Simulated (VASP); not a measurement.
Wanted: the native input for a VASP 6.6.1 run.

| Quantity | Value |
| --- | --- |
| Task | single point |
| Functional | r2SCAN |
| Potentials or basis | VASP PAW PBE potentials, release 64 (Sb) |
| Cutoff | 520 eV |
| k mesh | 18 × 18 × 10 |
| Occupations | gaussian, width 0.15 eV |
| Spin | no spin polarisation |
| Dipole correction | no |
| Further INCAR settings | ALGO = Normal; EDIFF = 1e-06; NBANDS = 12 |

Sb:

```
Sb
1.0
     3.16686    0.00000    0.00000
    -1.58343    3.09270    0.00000
     0.00000    0.00000    5.33000
Sb
2
Direct
  0.33333 0.66667 0.25000
  0.66667 0.33333 0.75000
```

This cell differs from its parent crystal: strain -0.0600 x Voigt [1, -1, 0, 0, 0, 0].

These files were run (other wordings do the same):

POSCAR

```
Sb
1.0
    3.1668601687      0.0000000000      0.0000000000
   -1.5834300844      3.0926981252      0.0000000000
    0.0000000000      0.0000000000      5.3300000000
Sb
2
Direct
    0.3333333333      0.6666666667      0.2500000000
    0.6666666667      0.3333333333      0.7500000000
```

INCAR.step1

```
PREC = Accurate
ENCUT = 520
ISMEAR = 0
SIGMA = 0.15
LREAL = F
LASPH = T
NELM = 100
NBANDS = 12
GGA = PE
ALGO = Normal
EDIFF = 1E-4
LWAVE = T
LCHARG = F
```

INCAR.step2

```
PREC = Accurate
ENCUT = 520
EDIFF = 1E-6
ISMEAR = 0
SIGMA = 0.15
LREAL = F
LASPH = T
NELM = 100
ALGO = Normal
ISIF = 2
LWAVE = F
LCHARG = F
METAGGA = R2SCAN
LMIXTAU = T
NBANDS = 12
ISTART = 1
```

KPOINTS

```
Automatic mesh
0
Gamma
  18 18 10
```

Potentials or basis: VASP PAW PBE potentials, release 64 (Sb).

Command:

```sh
$ cat potpaw_PBE.64/Sb/POTCAR > POTCAR
$ cp INCAR.step1 INCAR
$ mpirun -np 1 vasp_std > vasp.out
$ cp INCAR.step2 INCAR
$ mpirun -np 1 vasp_std > vasp.out
```

Results of the run:

- Pressure: 3.0 GPa
- Largest force: 0.130 eV/Å
- Band gap on the k mesh: zero (bands 5 and 6 overlap by 7.71 eV)

Caveat: the cell differs from its parent crystal (strain -0.0600 x Voigt [1, -1, 0, 0, 0, 0]); the PAW data sets were made with another functional, which shifts forces and pressure a little; spin-orbit coupling is left out, which moves the levels of the heavy elements.

Run time: 9 min on 1 thread of Oxide Virtual Turin-like Processor (shared host), peak memory 0.37 GiB.
